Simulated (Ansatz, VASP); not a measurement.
**One calculation of Cu, two programs**

The input INCAR:

```
SYSTEM = Cu
PREC     = Accurate       ! precision mode
ENCUT    = 520            ! plane-wave cutoff, eV
EDIFF    = 1E-6           ! SCF threshold, eV
ISMEAR   = 0              ! smearing method
SIGMA    = 0.15           ! smearing width, eV
LREAL    = .False.        ! projectors in reciprocal space
LASPH    = .True.         ! aspherical terms in the spheres
NELM     = 60             ! most SCF steps
ALGO     = Fast           ! electronic algorithm
ISIF     = 2              ! what is computed and relaxed
LWAVE    = .False.        ! write WAVECAR
LCHARG   = .False.        ! write CHGCAR
GGA      = PE             ! functional
NBANDS   = 18             ! bands
```

File KPOINTS:

```
regular mesh
0
Gamma
  24 24 12
  0 0 0
```

File POSCAR:

```
Cu
1.0
    2.5974490865      0.0000000000      0.0000000000
   -1.2987245433      2.2494568940      0.0000000000
    0.0000000000      0.0000000000      3.9069424500
Cu
2
Direct
    0.3333333333      0.6666666667      0.2500000000
    0.6666666667      0.3333333333      0.7500000000
```

Input for Ansatz:

```yaml
crystal:
  lattice:
    - [2.5974490865, 0.0, 0.0]
    - [-1.2987245433, 2.249456894, 0.0]
    - [0.0, 0.0, 3.90694245]
  atoms:
    - { symbol: Cu, position: [0.3333333333, 0.6666666667, 0.25] }
    - { symbol: Cu, position: [0.6666666667, 0.3333333333, 0.75] }
basis:
  ecutwfc: 420
kpoints:
  mp_grid: { grid: [24, 24, 12] }
hamiltonian:
  xc: pbe
scf:
  occupations: { method: gaussian, width: 0.15 }
output:
  forces: true
  stress: true
  eigenvalues: true
  write_density: true
  write_potential: true
  elf: true
  volumetric_format: npy
```

Change from the starting cell: strain +0.025 along x and y, -0.050 along z, atoms carried along.

Alike in both runs: task single point; functional PBE; k mesh 24 × 24 × 12; occupations gaussian, width 0.15 eV; no spin polarisation.

|  | VASP | Ansatz |
| --- | --- | --- |
| version | VASP 6.6.1 | Ansatz 0.2.0 |
| potentials or method | VASP PAW PBE potentials, release 64 (Cu), cutoff 520 eV | scalar-relativistic, plane waves, PAW |
| valence electrons in the cell | 22 | 38 |

VASP gave:

```
gap on the k mesh at the Fermi level (eV)                     : none
pressure (GPa)                                                : 10.4
traceless stress, the component that is largest in VASP (GPa) : 10.42
```

Problem. Which values does Ansatz return?

Solution. gap on the k mesh at the Fermi level (eV): none; pressure (GPa): 8.8; traceless stress, the component that is largest in VASP (GPa): 10.53.

A gap of «none» marks a metal or a gap that the smearing closes. The functional is the same, so the differences come from potentials, cutoffs and numerics. VASP's potentials hold 22 valence electrons a cell and Ansatz's 38, so a difference there can come from the potentials and not from the codes.
